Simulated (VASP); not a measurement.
# Cd: single point with PBE

Crystal: Cd.

```
CELL_PARAMETERS angstrom
3.00071 0.00000 0.00000
-1.50036 2.59869 0.00000
0.00000 0.00000 5.92616
ATOMIC_POSITIONS crystal
Cd 0.33333 0.66667 0.25000
Cd 0.66667 0.33333 0.75000
```

```
Program                : VASP 6.6.1
Task                   : single point
Functional             : PBE
Potentials or basis    : VASP PAW PBE potentials, release 64 (Cd)
Cutoff                 : 520 eV
k mesh                 : 4 × 4 × 2
Occupations            : fermi-dirac, width 0.1 eV
Spin                   : no spin polarisation
Dipole correction      : no
Further INCAR settings : ALGO = Normal; EDIFF = 1e-07; NBANDS = 19
```

The pressure is -1.7 GPa. The band gap on the k mesh is zero (bands 12 and 13 overlap by 3.34 eV).

Stress tensor (GPa, compression positive):
```
-0.07  0.00  0.00
 0.00 -0.07  0.00
 0.00  0.00 -4.89
```

Levels at points of the mesh, in eV from the Fermi level:
| k point | band 9 | band 10 | band 11 | band 12 | band 13 | band 14 | band 15 | band 16 |
| --- | --- | --- | --- | --- | --- | --- | --- | --- |
| (0.00, 0.00, 0.00) | -7.79 | -7.79 | -7.70 | -2.86 | -2.17 | 9.71 | 13.82 | 15.23 |
| (0.50, 0.00, 0.00) | -7.53 | -7.52 | -1.36 | -0.94 | 2.30 | 3.32 | 3.71 | 5.71 |
| (0.00, 0.00, 0.50) | -7.86 | -7.86 | -6.39 | -6.39 | 3.55 | 3.55 | 15.54 | 15.54 |
| (0.50, 0.00, 0.50) | -7.52 | -7.52 | -0.63 | -0.63 | 0.75 | 0.75 | 8.03 | 8.03 |

Wall time 11 s on 1 thread of Intel Xeon 8259CL (shared host), peak memory 0.16 GiB.

Caveat: the k points lie up to 0.60 Å⁻¹ apart, too coarse for converged energies and pressures of a metal.
